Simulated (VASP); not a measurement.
A run of VASP 6.6.1 is set up as follows.

The input INCAR:

```
PREC = Accurate
ENCUT = 520
EDIFF = 1E-6
ISMEAR = 0
SIGMA = 0.1
LREAL = False
LASPH = True
NELM = 60
ALGO = Fast
ISIF = 2
LWAVE = False
LCHARG = True
GGA = PE
LELF = True
LVHAR = True
NBANDS = 22
```

File KPOINTS:

```
Automatic mesh
0
Gamma
  12 12 16
```

The input POSCAR:

```
SiHgRh
1.0
    4.4633483494      0.0000000000      0.0000000000
   -2.2316741747      3.8653730565      0.0000000000
    0.0000000000      0.0000000000      2.8662991714
Si Hg Rh
1 1 1
Direct
    0.3333333333      0.6666666667      0.5000000000
    0.0000000000      0.0000000000      0.5000000000
    0.6666666667      0.3333333333      0.0000000000
```

Potentials or basis: VASP PAW PBE potentials, release 64 (Si, Hg, Rh_pv).

Launch:

```bash
$ cat potpaw_PBE.64/Si/POTCAR potpaw_PBE.64/Hg/POTCAR potpaw_PBE.64/Rh_pv/POTCAR > POTCAR
$ mpirun -np 1 vasp_std > vasp.out
```

Problem. Predict the band gap on the k mesh.

Solution. Zero (an odd number of electrons rules out a gap without spin polarisation).

Problem. Predict the pressure.

Solution. 0.7 GPa.

Stress tensor (GPa, compression positive):
```
0.74 0.00 0.00
0.00 0.74 0.00
0.00 0.00 0.63
```

Caveat: spin-orbit coupling is left out, which moves the levels of the heavy elements.
